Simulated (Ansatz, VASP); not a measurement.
**Two plane-wave programs on Ir**

```xyz
1
Lattice="0.0000 1.9108 1.9108 1.9108 0.0000 1.9108 1.9108 1.9108 0.0000" Properties=species:S:1:pos:R:3 pbc="T T T"
Ir    0.0000    0.0000    0.0000
```

Alike in both runs: task single point; functional r2SCAN; k mesh 18 × 18 × 18; occupations gaussian, width 0.1 eV; no spin polarisation.

|  | VASP | Ansatz |
| --- | --- | --- |
| version | VASP 6.6.1 | Ansatz 0.2.0 |
| potentials or method | VASP PAW PBE potentials, release 64 (Ir), cutoff 520 eV | scalar-relativistic, plane waves, PAW |
| valence electrons in the cell | 9 | 17 |

```csv
,VASP,Ansatz,Ansatz less VASP
gap on the k mesh at the Fermi level (eV),none,none,-
pressure (GPa),9.7,7.0,-2.74
```

VASP's potentials were made for PBE, not for r2SCAN. A gap of «none» marks a metal or a gap that the smearing closes. With one functional, cell and mesh, what is left measures potentials, basis and numerics. VASP's potentials hold 9 valence electrons a cell and Ansatz's 17, so a difference there can come from the potentials and not from the codes.

Neither program's run includes spin-orbit coupling.
